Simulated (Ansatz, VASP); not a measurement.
**KF in VASP and in Ansatz**

```
K F
1.0
    -1.86928    1.86928    6.97874
     1.86928   -1.86928    6.97874
     1.86928    1.86928   -6.97874
K F
2 2
Direct
  0.15355 0.15355 0.00000
  0.84645 0.84645 0.00000
  0.34311 0.34311 0.00000
  0.65689 0.65689 0.00000
```

Change from the starting cell: species swapped into the HgF type (I4/mmm, No. 139).

Alike in both runs: functional PBE; k mesh 5 × 5 × 5; occupations gaussian, width 0.15 eV; no spin polarisation.

Ansatz relaxed the structure, and its values are those at the end. VASP's run is a single point on that final structure, the one shown.

```csv
,VASP,Ansatz
version,VASP 6.6.1,Ansatz 0.2.0
potentials or method,"VASP PAW PBE potentials, release 64 (K_sv, F), cutoff 520 eV","scalar-relativistic, plane waves, PAW"
valence electrons in the cell,32,32
```

VASP gave:

```
gap on the k mesh at the Fermi level (eV) : 4.87
least direct gap on the mesh (eV)         : 4.87
pressure (GPa)                            : 0.3
rms of the force components (eV/Å)        : 0.014
```

Task: Which values does Ansatz return?

Result: gap on the k mesh at the Fermi level (eV): 4.88; least direct gap on the mesh (eV): 4.89; pressure (GPa): 0.2; rms of the force components (eV/Å): 0.007.

The k mesh is coarse, so the values compare programs but aren't converged.
